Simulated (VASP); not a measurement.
A run of VASP 6.6.1 is set up as follows.

INCAR

```
ALGO = Normal
EDIFF = 1E-7
ENCUT = 520
GGA = PE
ISIF = 2
ISMEAR = -1
LASPH = True
LCHARG = False
LREAL = False
LWAVE = False
NBANDS = 26
NELM = 100
PREC = Accurate
SIGMA = 0.05
```

The input KPOINTS:

```
k-points
0
Gamma
  9 9 5
```

POSCAR

```
ZnO
1.0
    3.2920669561      0.0000000000      0.0000000000
   -1.6460334781      2.8510136149      0.0000000000
    0.0000000000      0.0000000000      5.2742130269
Zn O
2 2
Direct
    0.6666666667      0.3333333333      0.0000000000
    0.3333333333      0.6666666667      0.5000000000
    0.3333333333      0.6666666667      0.8790100000
    0.6666666667      0.3333333333      0.3790100000
```

Potentials or basis: VASP PAW PBE potentials, release 64 (Zn, O).

Command:

```sh
$ cat potpaw_PBE.64/Zn/POTCAR potpaw_PBE.64/O/POTCAR > POTCAR
$ mpirun -np 1 vasp_std > vasp.out
```

**Question.** Predict the band gap on the k mesh.

**Answer.** 0.73 eV, direct.

**Question.** What does it give for the largest force?

**Answer.** 0.060 eV/Å.

**Question.** Estimate the pressure.

**Answer.** 0.4 GPa.

Forces on the atoms (eV/Å):
```
Zn   0.000  0.000 -0.060
Zn   0.000  0.000 -0.060
O    0.000  0.000  0.060
O    0.000  0.000  0.060
```
